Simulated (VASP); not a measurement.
# CoSi2 (Fm-3m) in VASP: further runs

The runs below take CoSi2 through single point, with PBE.

Program: VASP 6.6.1. These are calculated values, not measurements. Logs are shortened: lines on timing, memory, paths and dates and some standing lists are left out, and cuts for length are marked.

### Step 1. The cell of the first run

Symmetry: Fm-3m, No. 225, cubic system. Conventional cell: a = 5.287 Å, b = 5.287 Å, c = 5.287 Å, α = 90.00°, β = 90.00°, γ = 90.00°. Co (site symmetry m-3m) has 8 Si at 2.29 Å within 3.0 Å. Within 3.0 Å of Si (site symmetry -43m) lie 4 Co at 2.29 Å and 6 Si at 2.64 Å.

### Step 2. Single point, PBE (volume scaled by 0.960)

INCAR reads:

```
SYSTEM = CoSi2
PREC     = Accurate       ! precision mode
ENCUT    = 520            ! plane-wave cutoff, eV
EDIFF    = 1E-6           ! SCF threshold, eV
ISMEAR   = 0              ! smearing method
SIGMA    = 0.05           ! smearing width, eV
LREAL    = .False.        ! projectors in reciprocal space
LASPH    = .True.         ! aspherical terms in the spheres
NELM     = 80             ! most SCF steps
ALGO     = Normal         ! electronic algorithm
ISIF     = 2              ! what is computed and relaxed
LWAVE    = .False.        ! write WAVECAR
LCHARG   = .False.        ! write CHGCAR
GGA      = PE             ! functional
NBANDS   = 16             ! bands
```

KPOINTS reads:

```
regular mesh
0
Gamma
  12 12 12
  0 0 0
```

POSCAR reads:

```
CoSi2
1.0
    0.0000000000      2.6436000504      2.6436000504
    2.6436000504      0.0000000000      2.6436000504
    2.6436000504      2.6436000504      0.0000000000
Co Si
1 2
Direct
    0.0000000000      0.0000000000      0.0000000000
    0.2500000000      0.2500000000      0.2500000000
    0.7500000000      0.7500000000      0.7500000000
```

Potentials or basis: VASP PAW PBE potentials, release 64 (Co, Si).

On the command line:

```bash
$ cat potpaw_PBE.64/Co/POTCAR potpaw_PBE.64/Si/POTCAR > POTCAR
$ mpirun -np 1 vasp_std > vasp.out
```

OUTCAR:

```text
SYSTEM = CoSi2
   PREC = Accurate
   ENCUT = 520
   EDIFF = 1E-6
   ISMEAR = 0
   LREAL = .False.
   LASPH = .True.
   NELM = 80
   ISIF = 2
   GGA = PE

 ion  position               nearest neighbor table
   1  0.000  0.000  0.000-   3 2.29   3 2.29   3 2.29   2 2.29   3 2.29   2 2.29   2 2.29   2 2.29

   2  0.250  0.250  0.250-   1 2.29   1 2.29   1 2.29   1 2.29   3 2.64   3 2.64   3 2.64   3 2.64
                             3 2.64   3 2.64
   3  0.750  0.750  0.750-   1 2.29   1 2.29   1 2.29   1 2.29   2 2.64   2 2.64   2 2.64   2 2.64
                             2 2.64   2 2.64

  LATTYP: Found a face centered cubic cell.
 ALAT       =     5.2872001008

  Lattice vectors:

 A1 = (   0.0000000000,   2.6436000504,   2.6436000504)
 A2 = (   2.6436000504,   0.0000000000,   2.6436000504)
 A3 = (   2.6436000504,   2.6436000504,   0.0000000000)

Analysis of symmetry for initial positions (statically):
=====================================================================
 Subroutine PRICEL returns:
 Original cell was already a primitive cell.

 Routine SETGRP: Setting up the symmetry group for a
 face centered cubic supercell.

 Subroutine GETGRP returns: Found 48 space group operations
 (whereof 48 operations were pure point group operations)
 out of a pool of 48 trial point group operations.

The static configuration has the point symmetry O_h .

Analysis of symmetry for dynamics (positions and initial velocities):
=====================================================================
 Subroutine PRICEL returns:
 Original cell was already a primitive cell.

 Routine SETGRP: Setting up the symmetry group for a
 face centered cubic supercell.

 Subroutine GETGRP returns: Found 48 space group operations
 (whereof 48 operations were pure point group operations)
 out of a pool of 48 trial point group operations.

The dynamic configuration has the point symmetry O_h .

 Subroutine INISYM returns: Found 48 space group operations
 (whereof 48 operations are pure point group operations),
 and found     1 'primitive' translations

----------------------------------------------------------------------------------------

                                     Primitive cell

  volume of cell :      36.9502

  direct lattice vectors                    reciprocal lattice vectors
     0.000000000  2.643600050  2.643600050    -0.189136023  0.189136023  0.189136023
     2.643600050  0.000000000  2.643600050     0.189136023 -0.189136023  0.189136023
     2.643600050  2.643600050  0.000000000     0.189136023  0.189136023 -0.189136023

  length of vectors
     3.738615045  3.738615045  3.738615045     0.327593201  0.327593201  0.327593201

  position of ions in fractional coordinates (direct lattice)
     0.000000000  0.000000000  0.000000000
     0.250000000  0.250000000  0.250000000
     0.750000000  0.750000000  0.750000000

  ion indices of the primitive-cell ions
   primitive index   ion index
                 1           1
                 2           2
                 3           3

----------------------------------------------------------------------------------------

 KPOINTS: regular mesh

Automatic generation of k-mesh.
 Grid dimensions read from file:
 generate k-points for:   12   12   12

 Generating k-lattice:

  Cartesian coordinates                     Fractional coordinates (reciprocal lattice)
    -0.015761335  0.015761335  0.015761335     0.083333333  0.000000000  0.000000000
     0.015761335 -0.015761335  0.015761335     0.000000000  0.083333333  0.000000000
     0.015761335  0.015761335 -0.015761335     0.000000000  0.000000000  0.083333333

  Length of vectors
     0.027299433  0.027299433  0.027299433

  Shift w.r.t. Gamma in fractional coordinates (k-lattice)
     0.000000000  0.000000000  0.000000000

 Subroutine IBZKPT returns following result:
 ===========================================

 Found     72 irreducible k-points:

 Following reciprocal coordinates:
            Coordinates               Weight
  0.000000  0.000000  0.000000      1.000000
  0.083333  0.000000  0.000000      8.000000
  0.166667  0.000000  0.000000      8.000000
  0.250000  0.000000  0.000000      8.000000
  0.333333  0.000000  0.000000      8.000000
  0.416667  0.000000  0.000000      8.000000
[... 16 lines left out ...]
  0.500000  0.166667  0.000000     24.000000
 -0.416667  0.166667  0.000000     24.000000
 [... further k-points ...]
   k-points           NKPTS =     72   k-points in BZ     NKDIM =     72   number of bands    NBANDS=     16
   number of dos      NEDOS =    301   number of ions     NIONS =      3
   total plane-waves  NPLWV =  21952
   dimension x,y,z NGX =    28 NGY =   28 NGZ =   28
   dimension x,y,z NGXF=    56 NGYF=   56 NGZF=   56
   ions per type =               1   2
   NGX,Y,Z   is equivalent  to a cutoff of  12.45, 12.45, 12.45 a.u.
   NGXF,Y,Z  is equivalent  to a cutoff of  24.90, 24.90, 24.90 a.u.
 SYSTEM =  CoSi2
   PREC   = accura    normal or accurate (medium, high low for compatibility)
   ISTART =      0    job   : 0-new  1-cont  2-samecut
   ICHARG =      2    charge: 1-file 2-atom 10-const
   ISPIN  =      1    spin polarized calculation?
   LNONCOLLINEAR =      F non collinear calculations
   LSORBIT =      F    spin-orbit coupling
   LASPH  =      T    aspherical Exc in radial PAW
   ENCUT  =  520.0 eV  38.22 Ry    6.18 a.u.   6.95  6.95  6.95*2*pi/ulx,y,z
   NELM   =     80;   NELMIN=  2; NELMDL= -5     # of ELM steps
   EDIFF  = 0.1E-05   stopping-criterion for ELM
   LREAL  =      F    real-space projection
   EDIFFG = 0.1E-04   stopping-criterion for IOM
   NSW    =      0    number of steps for IOM
   IBRION =     -1    ionic relax: 0-MD 1-quasi-New 2-CG
   NFREE  =      0    steps in history (QN), initial steepest desc. (CG)
   ISIF   =      2    stress and relaxation
   ISYM   =      2    0-nonsym 1-usesym 2-fastsym
   POTIM  = 0.5000    time-step for ionic-motion
   TEBEG  =    0.0;   TEEND  =   0.0 temperature during run
   PSTRESS=    0.0 pullay stress
   NELECT =      17.0000    total number of electrons
   NUPDOWN=      -1.0000    fix difference up-down
   EMIN   =  10.00;   EMAX   =-10.00  energy-range for DOS
   EFERMI =   0.00;   METHOD = LEGACY
   ISMEAR =     0;   SIGMA  =   0.05  broadening in eV -4-tet -1-fermi 0-gaus
   EFERMI_NEDOS =   21; number of points for ismear=-14 and -15
   IALGO  =     38    algorithm
   IMIX   =      4    mixing-type and parameters
     AMIX     =   0.40;   BMIX     =  1.00
     AMIX_MAG =   1.60;   BMIX_MAG =  1.00
  volume/ion in A,a.u.               =      12.32        83.12
  Fermi-wavevector in a.u.,A,eV,Ry     =   1.263820  2.388274 21.731799  1.597242
  Thomas-Fermi vector in A             =   2.397158
   LORBIT       =      0    0 simple, 1 ext, 2 COOP (PROOUT), +10 PAW based schemes
   GGA     = PE    functional components
   LHFCALC =     F    Hartree Fock is set to
   AEXX    =    0.0000 exact exchange contribution
   IVDW    =     0    specifies the selected vdW correction
   LEPSILON=     F    determine dielectric tensor
   LRPA    =     F    only Hartree local field effects (RPA)
 non-spin polarized calculation
 Gauss-broadening in eV      SIGMA  =   0.05
  energy-cutoff  :      520.00
  volume of cell :       36.95
 maximum number of plane-waves:      1018
   NGX = 13   NGY = 13   NGZ = 13

 number of electron      17.0000008 magnetization

 Free energy of the ion-electron system (eV)
  ---------------------------------------------------
  ext. energy  EPLUGINS =         0.00000000
  ---------------------------------------------------
  free energy    TOTEN  =       -19.26045908 eV

  energy without entropy =      -19.25910709  energy(sigma->0) =      -19.25978309

 E-fermi :  10.6063     XC(G=0): -11.9260

 val. band max:       10.5910842930   @ k =   0.4167   0.2500   0.0833
 cond. band min:      10.6315850534   @ k =   0.4167   0.0833   0.0000
 fundamental gap:      0.0405007604
 Fermi energy:        10.6063391966

 k-point     1 :       0.0000    0.0000    0.0000
  band No.  band energies     occupation
      1      -2.8044      2.00000
      2       6.3696      2.00000
      3       6.3696      2.00000
      4       6.3696      2.00000
      5       8.5848      2.00000
      6       8.5848      2.00000
[... 8 lines left out ...]
     15      16.4631      0.00000
     16      16.4631      0.00000

 k-point     2 :       0.0833    0.0000    0.0000
  band No.  band energies     occupation
      1      -2.6957      2.00000
      2       6.1197      2.00000
      3       6.4085      2.00000
      4       6.4085      2.00000
      5       8.5516      2.00000
      6       8.5516      2.00000
[... 8 lines left out ...]
     15      16.0834      0.00000
     16      16.2684      0.00000

 k-point     3 :       0.1667    0.0000    0.0000
  band No.  band energies     occupation
      1      -2.3718      2.00000
      2       5.4417      2.00000
      3       6.5150      2.00000
      4       6.5150      2.00000
      5       8.4796      2.00000
      6       8.4796      2.00000
[... 8 lines left out ...]
     15      16.2626      0.00000
     16      17.1264      0.00000

 k-point     4 :       0.2500    0.0000    0.0000
  band No.  band energies     occupation
      1      -1.8393      2.00000
      2       4.4639      2.00000
      3       6.6559      2.00000
      4       6.6559      2.00000
      5       8.4402      2.00000
      6       8.4402      2.00000
[... 8 lines left out ...]
     15      17.3962      0.00000
     16      18.3691      0.00000
[... 324 lines left out ...]
 k-point    22 :       0.4167    0.1667    0.0000
  band No.  band energies     occupation
      1      -0.4625      2.00000
      2       3.1329      2.00000
      3       6.4653      2.00000
      4       6.7082      2.00000
      5       7.3940      2.00000
      6       8.6663      2.00000
[... 8 lines left out ...]
     15      21.4010      0.00000
     16      21.8607      0.00000

 k-point    23 :       0.5000    0.1667    0.0000
  band No.  band energies     occupation
      1       0.4672      2.00000
      2       2.0040      2.00000
      3       6.2229      2.00000
      4       6.8618      2.00000
      5       7.4302      2.00000
      6       8.6500      2.00000
[... 8 lines left out ...]
     15      21.4610      0.00000
     16      22.1140      0.00000

 k-point    24 :      -0.4167    0.1667    0.0000
  band No.  band energies     occupation
      1       0.7854      2.00000
      2       1.6474      2.00000
      3       5.9933      2.00000
      4       7.0266      2.00000
      5       7.6203      2.00000
      6       8.4336      2.00000
[... 8 lines left out ...]
     15      20.0322      0.00000
     16      20.5323      0.00000

 [... further k-points ...]

------------------------ aborting loop because EDIFF is reached ----------------------------------------

  FORCE on cell =-STRESS in cart. coord.  units (eV):
  Direction    XX          YY          ZZ          XY          YZ          ZX
  --------------------------------------------------------------------------------------
  -------------------------------------------------------------------------------------
  Total        1.8151187      1.8151187      1.8151187      0.0000000      0.0000000      0.0000000
  in kB       78.7042803     78.7042803     78.7042803      0.0000000      0.0000000      0.0000000
  external PRESSURE =      78.7042803 kB  Pullay stress =       0.0000000 kB

 VOLUME and BASIS-vectors are now :
 -----------------------------------------------------------------------------
  energy-cutoff  :      520.00
  volume of cell :       36.95
      direct lattice vectors                 reciprocal lattice vectors
     0.000000000  2.643600050  2.643600050    -0.189136023  0.189136023  0.189136023
     2.643600050  0.000000000  2.643600050     0.189136023 -0.189136023  0.189136023
     2.643600050  2.643600050  0.000000000     0.189136023  0.189136023 -0.189136023

 POSITION                                       TOTAL-FORCE (eV/Angst)
 -----------------------------------------------------------------------------------
      0.00000      0.00000      0.00000        -0.000000     -0.000000     -0.000000
      1.32180      1.32180      1.32180        -0.000000     -0.000000     -0.000000
      3.96540      3.96540      3.96540         0.000000      0.000000      0.000000
 -----------------------------------------------------------------------------------
    total drift:                               -0.000000     -0.000000      0.000000

  FREE ENERGIE OF THE ION-ELECTRON SYSTEM (eV)
  ---------------------------------------------------
  free  energy   TOTEN  =       -19.2604590836 eV

  energy  without entropy=      -19.2591070928  energy(sigma->0) =      -19.25978309
```

Wall time 32 s (1 thread of Intel Xeon Platinum 8375C at 2.90GHz (Ice Lake), shared host); peak memory 0.18 GiB.

Results:

| Property | Result |
| --- | --- |
| Free energy | -19.2605 eV |
| Pressure | 7.9 GPa |

 Spin polarisation is off, so any magnetic state and its effect on volume and gap are missing.

### Step 3. Single point, PBE (volume scaled by 0.980)

INCAR reads:

```
SYSTEM = CoSi2
ALGO = Normal
EDIFF = 1E-7
ENCUT = 520
GGA = PE
ISIF = 2
ISMEAR = 0
LASPH = .True.
LCHARG = .False.
LREAL = .False.
LWAVE = .False.
NBANDS = 16
NELM = 60
PREC = Accurate
SIGMA = 0.05
```

KPOINTS reads:

```
k-points
0
Gamma
  12 12 12
  0 0 0
```

POSCAR reads:

```
CoSi2
1.0
    0.0000000000      2.6618323510      2.6618323510
    2.6618323510      0.0000000000      2.6618323510
    2.6618323510      2.6618323510      0.0000000000
Co Si
1 2
Direct
    0.0000000000      0.0000000000      0.0000000000
    0.2500000000      0.2500000000      0.2500000000
    0.7500000000      0.7500000000      0.7500000000
```

Potentials or basis: VASP PAW PBE potentials, release 64 (Co, Si).

On the command line:

```bash
$ cat potpaw_PBE.64/Co/POTCAR potpaw_PBE.64/Si/POTCAR > POTCAR
$ mpirun -np 1 vasp_std > vasp.out
```

Run time: 49 s. Hardware: 1 thread of Intel Xeon Platinum 8375C at 2.90GHz (Ice Lake), shared host; peak memory 0.18 GiB.

It converged, with:

* Free energy: -19.2879 eV
* Pressure: 3.6 GPa

Levels at points of the mesh, in eV from the Fermi level:
```csv
k point,band 7,band 8,band 9,band 10,band 11,band 12
"(0.00, 0.00, 0.00)",0.96,3.47,3.47,3.47,3.50,3.50
"(0.50, 0.00, 0.00)",-1.66,-0.47,-0.47,2.77,3.48,3.48
"(0.50, 0.50, 0.00)",-1.99,-1.95,-1.36,1.66,2.95,8.59
```

 Spin polarisation is off, so any magnetic state and its effect on volume and gap are missing.
